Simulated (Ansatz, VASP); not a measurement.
**Two plane-wave programs on As**

INCAR

```
SYSTEM = As
PREC = Accurate
ENCUT = 520
EDIFF = 1E-6
ISMEAR = 0
SIGMA = 0.02
LREAL = .FALSE.
LASPH = .TRUE.
NELM = 60
ALGO = Normal
ISIF = 2
LWAVE = .FALSE.
LCHARG = .FALSE.
LDIPOL = .TRUE.
IDIPOL = 3
DIPOL = 0.5 0.5 0.500
NBANDS = 12
```

File KPOINTS:

```
Automatic mesh
0
G
  9 9 1
  0 0 0
```

The input POSCAR:

```
As
1.0
    3.5200000000      0.0000000000      0.0000000000
   -1.7600000000      3.0484094213      0.0000000000
    0.0000000000      0.0000000000     28.0000000000
As
2
Direct
    0.3333333333      0.6666666667      0.5158571429
    0.6666666667      0.3333333333      0.4841428571
```

Input for Ansatz:

```yaml
crystal:
  lattice:
    - [3.52, 0.0, 0.0]
    - [-1.76, 3.0484094213, 0.0]
    - [0.0, 0.0, 28.0]
  atoms:
    - { symbol: As, position: [0.3333333333, 0.6666666667, 0.5158571429] }
    - { symbol: As, position: [0.6666666667, 0.3333333333, 0.4841428571] }
  periodic: [true, true, false]
basis:
  ecutwfc: 420
kpoints:
  mp_grid: { grid: [9, 9, 1] }
hamiltonian:
  xc: lda
scf:
  occupations: { method: gaussian, width: 0.02 }
output:
  forces: true
  stress: true
  eigenvalues: true
```

Alike in both runs: task single point; functional LDA; k mesh 9 × 9 × 1; occupations gaussian, width 0.02 eV; no spin polarisation.

```csv
,VASP,Ansatz
version,VASP 6.6.1,Ansatz 0.2.0
potentials or method,"VASP PAW LDA potentials, release 64 (As), cutoff 520 eV","scalar-relativistic, plane waves, PAW"
valence electrons in the cell,10,30
```

Ansatz gave:

| Property | Result |
| --- | --- |
| gap on the k mesh at the Fermi level (eV) | none |
| rms of the force components (eV/Å) | 3.202 |

Which values does VASP return?

gap on the k mesh at the Fermi level (eV): none; rms of the force components (eV/Å): 3.298.

LDA's correlation is that of Perdew and Zunger in VASP and of Perdew and Wang (1992) in Ansatz. Atom by atom the forces differ by 0.096 eV/Å (rms over components). A gap of «none» marks a metal or a gap that the smearing closes. VASP's potentials hold 10 valence electrons a cell and Ansatz's 30, so a difference there can come from the potentials and not from the codes.
